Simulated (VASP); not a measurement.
WC:

```
CELL_PARAMETERS angstrom
1.64035 -2.11804 0.00000
1.64035 2.11804 0.00000
0.00000 0.00000 4.30942
ATOMIC_POSITIONS crystal
W 0.50000 0.50000 0.50000
C 0.00000 0.00000 0.00000
```

```yaml
Program: VASP 6.6.1
Task: relaxation of cell and atoms
Functional: revPBE
Dispersion: D4
Potentials_or_basis: VASP PAW PBE potentials, release 64 (W_sv, C)
Cutoff: 600 eV
k_mesh: 10 × 10 × 6
Occupations: fermi-dirac, width 0.05 eV
Spin: no spin polarisation
```

At the start: pressure -34.6 GPa; volume 14.97 Å³/atom.

Task: Where does the relaxation end?

Result: Over 19 steps the energy falls by 1994.4 meV/atom and the volume is 11.32 Å³/atom (-24.4 %); space group Cmmm (No. 65, to 0.05 Å).

The path:
```csv
step,energy change (eV),largest force (eV/Å),pressure (GPa),volume (Å³)
1,0.0000,0.0000,-34.62,29.94
2,-2.0353,0.0000,106.41,17.63
3,-2.5111,0.0000,27.61,20.25
4,-2.7781,0.0000,108.90,18.12
5,-3.2856,0.0000,58.09,19.11
6,-3.8659,0.0000,-17.76,23.52
7,-3.9364,0.0000,-3.75,22.24
8,-3.9363,0.0000,-4.57,22.30
9,-3.9699,0.0000,0.68,22.27
10,-3.9742,0.0000,3.13,22.24
11,-3.9861,0.0000,0.70,22.58
12,-3.9872,0.0000,-0.24,22.72
13,-3.9885,0.0000,-0.25,22.67
14,-3.9887,0.0000,-0.23,22.65
15,-3.9887,0.0000,-0.24,22.65
16,-3.9887,0.0000,-0.21,22.66
17,-3.9887,0.0000,-0.26,22.65
18,-3.9887,0.0000,0.29,22.62
19,-3.9887,0.0000,0.04,22.64
```

Final structure:
```
W C
1.0
     1.47212   -2.55594    0.00000
     1.47212    2.55594    0.00000
     0.00000    0.00000    3.00802
W C
1 1
Direct
  0.50000 0.50000 0.50000
  0.00000 0.00000 0.00000
```

Caveat: the volume moved by over 15 % at a fixed basis, so the end points are rough; the PAW data sets were made with another functional, which shifts forces and pressure a little; pairwise dispersion overbinds metals, which lowers pressure and volume.
